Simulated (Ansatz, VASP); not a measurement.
# P in VASP and in Ansatz

File INCAR:

```
ALGO = Normal
EDIFF = 1E-6
ENCUT = 520
GGA = RE
ISIF = 2
ISMEAR = -1
LASPH = True
LCHARG = False
LREAL = False
LWAVE = False
NBANDS = 8
NELM = 100
PREC = Accurate
SIGMA = 0.1
```

File KPOINTS:

```
k-points
0
Gamma
  14 14 14
```

The input POSCAR:

```
P
1.0
    2.3504510425      0.0000000000      0.0000000000
    0.0000000000      2.3504510425      0.0000000000
    0.0000000000      0.0000000000      2.3504510425
P
1
Direct
    0.0000000000      0.0000000000      0.0000000000
```

Input for Ansatz:

```yaml
crystal:
  lattice:
    - [2.3504510425, 0.0, 0.0]
    - [0.0, 2.3504510425, 0.0]
    - [0.0, 0.0, 2.3504510425]
  atoms:
    - { symbol: P, position: [0.0, 0.0, 0.0] }
hamiltonian:
  xc: revpbe
  pseudopotentials:
    kind: paw
    azcp:
      P: "pseudopotentials/P.paw.azcp"
basis:
  ecutwfc: 420
  fft_grid_basis: typed
kpoints:
  mp_grid: { grid: [14, 14, 14], shift: [0, 0, 0] }
magnetization:
  spin_polarized: false
scf:
  occupations: { method: fermi_dirac, width: 0.1 }
  lower_state_search: "off"
output:
  stress: true
```

Alike in both runs: task single point; functional revPBE; k mesh 14 × 14 × 14; occupations fermi-dirac, width 0.1 eV; no spin polarisation.

|  | VASP | Ansatz |
| --- | --- | --- |
| version | VASP 6.6.1 | Ansatz 0.2.0 |
| potentials or method | VASP PAW PBE potentials, release 64 (P), cutoff 520 eV | plane waves (420 eV) with PAW, scalar-relativistic |
| valence electrons in the cell | 5 | 5 |

|  | VASP | Ansatz | Ansatz less VASP |
| --- | --- | --- | --- |
| pressure (GPa) | 19.0 | 19.8 | +0.89 |

VASP's potentials were made for PBE, not for revPBE.
